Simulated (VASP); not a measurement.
# Si3O: relaxation of cell and atoms with PBE

Crystal: Si3O.

```xyz
4
Lattice="3.7093 0.0000 0.0000 0.0000 3.7093 0.0000 0.0000 0.0000 3.7093" Properties=species:S:1:pos:R:3 pbc="T T T"
Si    0.0000    1.8546    1.8546
Si    1.8546    0.0000    1.8546
Si    1.8546    1.8546    0.0000
O     0.0000    0.0000    0.0000
```

- Program: VASP 6.6.1
- Task: relaxation of cell and atoms
- Functional: PBE
- Potentials or basis: VASP PAW PBE potentials, release 64 (Si, O)
- Cutoff: 600 eV
- k mesh: 12 × 12 × 12
- Occupations: gaussian, width 0.1 eV
- Spin: no spin polarisation
- Dipole correction: no
- Further INCAR settings: ALGO = Normal; EDIFF = 1e-07; IBRION = 2; EDIFFG = -0.01; NSW = 100; ISIF = 3

* Relaxed volume: 13.08 Å³/atom
* Relaxed cell: a = 3.740 Å, b = 3.740 Å, c = 3.740 Å, α = 90.00°, β = 90.00°, γ = 90.00°
* Space group after relaxing (to 0.1 Å): Pm-3m (No. 221)
* Energy gained by relaxing: 2.5 meV/atom
* Ionic steps: 3
* Pressure after relaxing: 0.0 GPa
* Band gap on the k mesh: zero (bands 9 and 10 overlap by 1.85 eV)

Step by step:
| step | energy change (eV) | largest force (eV/Å) | pressure (GPa) | volume (Å³) |
| --- | --- | --- | --- | --- |
| 1 | 0.0000 | 0.0000 | 2.55 | 51.03 |
| 2 | -0.0097 | 0.0000 | -0.40 | 52.55 |
| 3 | -0.0100 | 0.0000 | 0.01 | 52.32 |

Final structure:
```
Si O
1.0
     3.74027    0.00000    0.00000
     0.00000    3.74027    0.00000
     0.00000    0.00000    3.74027
Si O
3 1
Cartesian
  0.0000 1.8701 1.8701
  1.8701 0.0000 1.8701
  1.8701 1.8701 0.0000
  0.0000 0.0000 0.0000
```

Levels at points of the mesh, in eV from the Fermi level:
```
           k point  band 7  band 8  band 9  band 10  band 11  band 12
(0.00, 0.00, 0.00)   -3.55   -0.87   -0.87    -0.87     2.73     4.28
(0.50, 0.00, 0.00)   -2.66   -2.66   -1.88    -0.11     2.00     2.00
(0.50, 0.50, 0.00)   -2.02   -2.02   -0.78     0.34     0.34     0.82
(0.50, 0.50, 0.50)   -6.93   -6.93    0.79     0.79     0.79     6.20
```

It took 75 s on 1 thread of Intel(R) Xeon(R) Platinum 8559C (Emerald Rapids), on a shared host, peak memory 0.2 GiB.
